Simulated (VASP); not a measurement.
# MgS (P6_3mc) in VASP: single point with LDA

Aim: the single point of MgS with LDA.

All numbers are computed with VASP 6.6.1; they aren't measurements. Logs are shortened: lines on timing, memory, paths and dates and some standing lists are left out, and cuts for length are marked.

## Step 1: The cell of the first run

The structure is hexagonal, space group P6_3mc (No. 186). Conventional cell: a = 4.035 Å, b = 4.035 Å, c = 6.432 Å, α = 90.00°, β = 90.00°, γ = 120.00°. Mg (site symmetry 3m) has 4 S at 2.45 to 2.47 Å within 3.2 Å. Within 3.2 Å of S (site symmetry 3m) lie 4 Mg at 2.45 to 2.47 Å.

## Step 2: Single point, LDA

File INCAR:

```
SYSTEM = MgS
PREC = Accurate
ENCUT = 600
EDIFF = 1E-6
ISMEAR = 0
SIGMA = 0.01
LREAL = .FALSE.
LASPH = .TRUE.
NELM = 120
ALGO = Normal
ISIF = 2
LWAVE = .FALSE.
LCHARG = .FALSE.
NBANDS = 16
GGA_COMPAT = .FALSE.
```

File KPOINTS:

```
Automatic mesh
0
G
  5 5 3
  0 0 0
```

File POSCAR:

```
MgS
1.0
    4.0346220000      0.0000000000      0.0000000000
   -2.0173110000      3.4940851467      0.0000000000
    0.0000000000      0.0000000000      6.4322940000
Mg S
2 2
Direct
    0.6666666667      0.3333333333      0.4957550000
    0.3333333333      0.6666666667      0.9957550000
    0.3333333333      0.6666666667      0.3792440000
    0.6666666667      0.3333333333      0.8792440000
```

Potentials or basis: VASP PAW LDA potentials, release 64 (Mg, S).

The run is started by

```sh
$ cat potpaw_LDA.64/Mg/POTCAR potpaw_LDA.64/S/POTCAR > POTCAR
$ mpirun -np 1 vasp_std > vasp.out
```

OUTCAR:

```text
SYSTEM = MgS
   PREC = Accurate
   ENCUT = 600
   EDIFF = 1E-6
   ISMEAR = 0
   LREAL = .FALSE.
   LASPH = .TRUE.
   NELM = 120
   ISIF = 2

 ion  position               nearest neighbor table
   1  0.667  0.333  0.496-   3 2.45   3 2.45   3 2.45   4 2.47
   2  0.333  0.667  0.996-   4 2.45   4 2.45   4 2.45   3 2.47
   3  0.333  0.667  0.379-   1 2.45   1 2.45   1 2.45   2 2.47
   4  0.667  0.333  0.879-   2 2.45   2 2.45   2 2.45   1 2.47

  LATTYP: Found a hexagonal cell.
 ALAT       =     4.0346220000
 C/A-ratio  =     1.5942742591

  Lattice vectors:

 A1 = (   4.0346220000,   0.0000000000,   0.0000000000)
 A2 = (  -2.0173110000,   3.4940851467,   0.0000000000)
 A3 = (   0.0000000000,   0.0000000000,   6.4322940000)

Analysis of symmetry for initial positions (statically):
=====================================================================
 Subroutine PRICEL returns:
 Original cell was already a primitive cell.

 Routine SETGRP: Setting up the symmetry group for a
 hexagonal supercell.

 Subroutine GETGRP returns: Found 12 space group operations
 (whereof  6 operations were pure point group operations)
 out of a pool of 24 trial point group operations.

The static configuration has the point symmetry C_3v.
 The point group associated with its full space group is C_6v.

Analysis of symmetry for dynamics (positions and initial velocities):
=====================================================================
 Subroutine PRICEL returns:
 Original cell was already a primitive cell.

 Routine SETGRP: Setting up the symmetry group for a
 hexagonal supercell.

 Subroutine GETGRP returns: Found 12 space group operations
 (whereof  6 operations were pure point group operations)
 out of a pool of 24 trial point group operations.

The dynamic configuration has the point symmetry C_3v.
 The point group associated with its full space group is C_6v.

 Subroutine INISYM returns: Found 12 space group operations
 (whereof  6 operations are pure point group operations),
 and found     1 'primitive' translations

----------------------------------------------------------------------------------------

                                     Primitive cell

  volume of cell :      90.6781

  direct lattice vectors                    reciprocal lattice vectors
     4.034622000  0.000000000  0.000000000     0.247854694  0.143098974  0.000000000
    -2.017311000  3.494085147  0.000000000     0.000000000  0.286197948  0.000000000
     0.000000000  0.000000000  6.432294000     0.000000000  0.000000000  0.155465531

  length of vectors
     4.034622000  4.034622000  6.432294000     0.286197948  0.286197948  0.155465531

  position of ions in fractional coordinates (direct lattice)
     0.666666667  0.333333333  0.495755000
     0.333333333  0.666666667  0.995755000
     0.333333333  0.666666667  0.379244000
     0.666666667  0.333333333  0.879244000

  ion indices of the primitive-cell ions
   primitive index   ion index
                 1           1
                 2           2
                 3           3
                 4           4

----------------------------------------------------------------------------------------

 KPOINTS: Automatic mesh

Automatic generation of k-mesh.
 Grid dimensions read from file:
 generate k-points for:    5    5    3

 Generating k-lattice:

  Cartesian coordinates                     Fractional coordinates (reciprocal lattice)
     0.049570939  0.028619795  0.000000000     0.200000000  0.000000000  0.000000000
     0.000000000  0.057239590  0.000000000     0.000000000  0.200000000  0.000000000
     0.000000000  0.000000000  0.051821844     0.000000000  0.000000000  0.333333333

  Length of vectors
     0.057239590  0.057239590  0.051821844

  Shift w.r.t. Gamma in fractional coordinates (k-lattice)
     0.000000000  0.000000000  0.000000000

 Subroutine IBZKPT returns following result:
 ===========================================

 Found     10 irreducible k-points:

 Following reciprocal coordinates:
            Coordinates               Weight
  0.000000  0.000000  0.000000      1.000000
  0.200000  0.000000  0.000000      6.000000
  0.400000  0.000000  0.000000      6.000000
  0.200000  0.200000  0.000000      6.000000
  0.400000  0.200000  0.000000      6.000000
  0.000000  0.000000  0.333333      2.000000
  0.200000  0.000000  0.333333     12.000000
  0.400000  0.000000  0.333333     12.000000
  0.200000  0.200000  0.333333     12.000000
  0.400000  0.200000  0.333333     12.000000
   k-points           NKPTS =     10   k-points in BZ     NKDIM =     10   number of bands    NBANDS=     16
   number of dos      NEDOS =    301   number of ions     NIONS =      4
   total plane-waves  NPLWV =  55296
   dimension x,y,z NGX =    32 NGY =   32 NGZ =   54
   dimension x,y,z NGXF=    64 NGYF=   64 NGZF=  108
   ions per type =               2   2
   NGX,Y,Z   is equivalent  to a cutoff of  13.19, 13.19, 13.96 a.u.
   NGXF,Y,Z  is equivalent  to a cutoff of  26.37, 26.37, 27.91 a.u.
 SYSTEM =  MgS
   PREC   = accura    normal or accurate (medium, high low for compatibility)
   ISTART =      0    job   : 0-new  1-cont  2-samecut
   ICHARG =      2    charge: 1-file 2-atom 10-const
   ISPIN  =      1    spin polarized calculation?
   LNONCOLLINEAR =      F non collinear calculations
   LSORBIT =      F    spin-orbit coupling
   LASPH  =      T    aspherical Exc in radial PAW
   ENCUT  =  600.0 eV  44.10 Ry    6.64 a.u.   8.06  8.06 12.85*2*pi/ulx,y,z
   NELM   =    120;   NELMIN=  2; NELMDL= -5     # of ELM steps
   EDIFF  = 0.1E-05   stopping-criterion for ELM
   LREAL  =      F    real-space projection
   EDIFFG = 0.1E-04   stopping-criterion for IOM
   NSW    =      0    number of steps for IOM
   IBRION =     -1    ionic relax: 0-MD 1-quasi-New 2-CG
   NFREE  =      0    steps in history (QN), initial steepest desc. (CG)
   ISIF   =      2    stress and relaxation
   ISYM   =      2    0-nonsym 1-usesym 2-fastsym
   POTIM  = 0.5000    time-step for ionic-motion
   TEBEG  =    0.0;   TEEND  =   0.0 temperature during run
   PSTRESS=    0.0 pullay stress
   NELECT =      16.0000    total number of electrons
   NUPDOWN=      -1.0000    fix difference up-down
   EMIN   =  10.00;   EMAX   =-10.00  energy-range for DOS
   EFERMI =   0.00;   METHOD = LEGACY
   ISMEAR =     0;   SIGMA  =   0.01  broadening in eV -4-tet -1-fermi 0-gaus
   EFERMI_NEDOS =   21; number of points for ismear=-14 and -15
   IALGO  =     38    algorithm
   IMIX   =      4    mixing-type and parameters
     AMIX     =   0.40;   BMIX     =  1.00
     AMIX_MAG =   1.60;   BMIX_MAG =  1.00
  volume/ion in A,a.u.               =      22.67       152.98
  Fermi-wavevector in a.u.,A,eV,Ry     =   0.918221  1.735187 11.471488  0.843131
  Thomas-Fermi vector in A             =   2.043279
   LORBIT       =      0    0 simple, 1 ext, 2 COOP (PROOUT), +10 PAW based schemes
   GGA     = CA    functional components
   LHFCALC =     F    Hartree Fock is set to
   AEXX    =    0.0000 exact exchange contribution
   IVDW    =     0    specifies the selected vdW correction
   LEPSILON=     F    determine dielectric tensor
   LRPA    =     F    only Hartree local field effects (RPA)
 non-spin polarized calculation
 Gauss-broadening in eV      SIGMA  =   0.01
  energy-cutoff  :      600.00
  volume of cell :       90.68
 maximum number of plane-waves:      3058
   NGX = 17   NGY = 17   NGZ = 25

 number of electron      15.9999998 magnetization

 Free energy of the ion-electron system (eV)
  ---------------------------------------------------
  ext. energy  EPLUGINS =         0.00000000
  ---------------------------------------------------
  free energy    TOTEN  =       -18.79242657 eV

  energy without entropy =      -18.79242657  energy(sigma->0) =      -18.79242657

 E-fermi :   1.1085     XC(G=0):  -8.7570

 val. band max:        1.0311636629   @ k =   0.0000   0.0000   0.0000
 cond. band min:       4.1899724732   @ k =   0.0000   0.0000   0.0000
 fundamental gap:      3.1588088103
 Fermi energy:         1.1085392023

 k-point     1 :       0.0000    0.0000    0.0000
  band No.  band energies     occupation
      1     -10.3507      2.00000
      2      -9.5999      2.00000
      3      -2.2723      2.00000
      4       0.4407      2.00000
      5       0.4407      2.00000
      6       0.8686      2.00000
[... 8 lines left out ...]
     15       9.3507      0.00000
     16       9.9061      0.00000

 k-point     2 :       0.2000    0.0000    0.0000
  band No.  band energies     occupation
      1     -10.1590      2.00000
      2      -9.5108      2.00000
      3      -1.9656      2.00000
      4      -0.6041      2.00000
      5      -0.1866      2.00000
      6       0.1588      2.00000
[... 8 lines left out ...]
     15       9.5301      0.00000
     16       9.6363      0.00000

 k-point     3 :       0.4000    0.0000    0.0000
  band No.  band energies     occupation
      1      -9.7617      2.00000
      2      -9.4103      2.00000
      3      -1.8909      2.00000
      4      -1.3405      2.00000
      5      -1.1142      2.00000
      6      -0.1929      2.00000
[... 8 lines left out ...]
     15       9.7892      0.00000
     16      11.5633      0.00000

 k-point     4 :       0.2000    0.2000    0.0000
  band No.  band energies     occupation
      1      -9.8563      2.00000
      2      -9.4169      2.00000
      3      -1.4894      2.00000
      4      -1.2838      2.00000
      5      -1.1282      2.00000
      6      -0.3148      2.00000
[... 8 lines left out ...]
     15       9.7050      0.00000
     16      10.4591      0.00000

 k-point     5 :       0.4000    0.2000    0.0000
  band No.  band energies     occupation
      1      -9.5840      2.00000
      2      -9.4249      2.00000
      3      -1.8275      2.00000
      4      -1.3547      2.00000
      5      -0.9218      2.00000
      6      -0.6614      2.00000
[... 8 lines left out ...]
     15      10.0870      0.00000
     16      11.4662      0.00000

 k-point     6 :       0.0000    0.0000    0.3333
  band No.  band energies     occupation
      1     -10.1851      2.00000
      2      -9.8131      2.00000
      3      -1.6389      2.00000
      4      -0.1227      2.00000
      5       0.5422      2.00000
      6       0.5422      2.00000
[... 8 lines left out ...]
     15       8.7835      0.00000
     16       8.9320      0.00000

 k-point     7 :       0.2000    0.0000    0.3333
  band No.  band energies     occupation
      1     -10.0125      2.00000
      2      -9.6903      2.00000
      3      -1.5863      2.00000
      4      -0.7750      2.00000
      5      -0.1974      2.00000
      6       0.2970      2.00000
[... 8 lines left out ...]
     15       9.4051      0.00000
     16       9.5907      0.00000

 k-point     8 :       0.4000    0.0000    0.3333
  band No.  band energies     occupation
      1      -9.6749      2.00000
      2      -9.4989      2.00000
      3      -2.0820      2.00000
      4      -1.7952      2.00000
      5      -0.3263      2.00000
      6      -0.0250      2.00000
[... 8 lines left out ...]
     15      10.1917      0.00000
     16      11.0149      0.00000

 k-point     9 :       0.2000    0.2000    0.3333
  band No.  band energies     occupation
      1      -9.7511      2.00000
      2      -9.5315      2.00000
      3      -1.7629      2.00000
      4      -1.5238      2.00000
      5      -0.3705      2.00000
      6      -0.3012      2.00000
[... 8 lines left out ...]
     15       9.1456      0.00000
     16      10.3544      0.00000

 k-point    10 :       0.4000    0.2000    0.3333
  band No.  band energies     occupation
      1      -9.5403      2.00000
      2      -9.4605      2.00000
      3      -2.0010      2.00000
      4      -1.8085      2.00000
      5      -0.8932      2.00000
      6      -0.4061      2.00000
[... 8 lines left out ...]
     15      10.3067      0.00000
     16      10.9727      0.00000

------------------------ aborting loop because EDIFF is reached ----------------------------------------

  FORCE on cell =-STRESS in cart. coord.  units (eV):
  Direction    XX          YY          ZZ          XY          YZ          ZX
  --------------------------------------------------------------------------------------
  -------------------------------------------------------------------------------------
  Total       -1.3027167     -1.3027167     -1.4182149      0.0000000      0.0000000      0.0000000
  in kB      -23.0175098    -23.0175098    -25.0582308      0.0000000      0.0000000      0.0000000
  external PRESSURE =     -23.6977502 kB  Pullay stress =       0.0000000 kB

 VOLUME and BASIS-vectors are now :
 -----------------------------------------------------------------------------
  energy-cutoff  :      600.00
  volume of cell :       90.68
      direct lattice vectors                 reciprocal lattice vectors
     4.034622000  0.000000000  0.000000000     0.247854694  0.143098974  0.000000000
    -2.017311000  3.494085147  0.000000000     0.000000000  0.286197948  0.000000000
     0.000000000  0.000000000  6.432294000     0.000000000  0.000000000  0.155465531

 POSITION                                       TOTAL-FORCE (eV/Angst)
 -----------------------------------------------------------------------------------
      2.01731      1.16470      3.18884         0.000000     -0.000000      0.053217
     -0.00000      2.32939      6.40499         0.000000      0.000000      0.053217
     -0.00000      2.32939      2.43941        -0.000000     -0.000000     -0.053217
      2.01731      1.16470      5.65556         0.000000     -0.000000     -0.053217
 -----------------------------------------------------------------------------------
    total drift:                               -0.000000      0.000000     -0.000132

  FREE ENERGIE OF THE ION-ELECTRON SYSTEM (eV)
  ---------------------------------------------------
  free  energy   TOTEN  =       -18.7924265667 eV

  energy  without entropy=      -18.7924265667  energy(sigma->0) =      -18.79242657
```

Wall time 20 s (1 thread of AMD EPYC 7R13, shared host); peak memory 0.16 GiB.

What came out:

```yaml
Free_energy: -18.7924 eV
Pressure: -2.4 GPa
Largest_force: 0.053 eV/Å
Band_gap_on_the_k_mesh: 3.16 eV
```

Forces in eV/Å, atoms in the order of the input:
```
Mg   0.000  0.000  0.053
Mg   0.000  0.000  0.053
S    0.000  0.000 -0.053
S    0.000  0.000 -0.053
```
